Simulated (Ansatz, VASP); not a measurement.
# One calculation of ScIn4, two programs

```xyz
5
Lattice="4.3561 0.1017 0.0752 2.1741 5.3619 0.1700 2.2596 0.0712 5.3805" Properties=species:S:1:pos:R:3 pbc="T T T"
Sc    1.1298    0.0356    2.6902
In    5.4409    4.4027    0.7197
In    3.3041    2.2306    1.7540
In    5.4857    3.3041    3.8717
In    3.3489    1.1320    4.9060
```

Change from the starting cell: the structure that the rattled cell fell into.

Alike in both runs: functional PBE; k mesh 6 × 4 × 4; occupations gaussian, width 0.1 eV; no spin polarisation.

Ansatz relaxed the structure, and its values are those at the end. VASP's run is a single point on that final structure, the one shown.

```csv
,VASP,Ansatz
version,VASP 6.6.1,Ansatz 0.2.0
potentials or method,"VASP PAW PBE potentials, release 64 (Sc_sv, In_d), cutoff 520 eV","scalar-relativistic, plane waves, PAW"
valence electrons in the cell,63,63
```

|  | VASP | Ansatz | Ansatz less VASP |
| --- | --- | --- | --- |
| gap on the k mesh at the Fermi level (eV) | none | none | - |
| pressure (GPa) | -0.1 | -0.1 | +0.01 |
| rms of the force components (eV/Å) | 0.009 | 0.009 | 0.0000 |

A gap of «none» marks a metal or a gap that the smearing closes. The functional is the same, so the differences come from potentials, cutoffs and numerics.
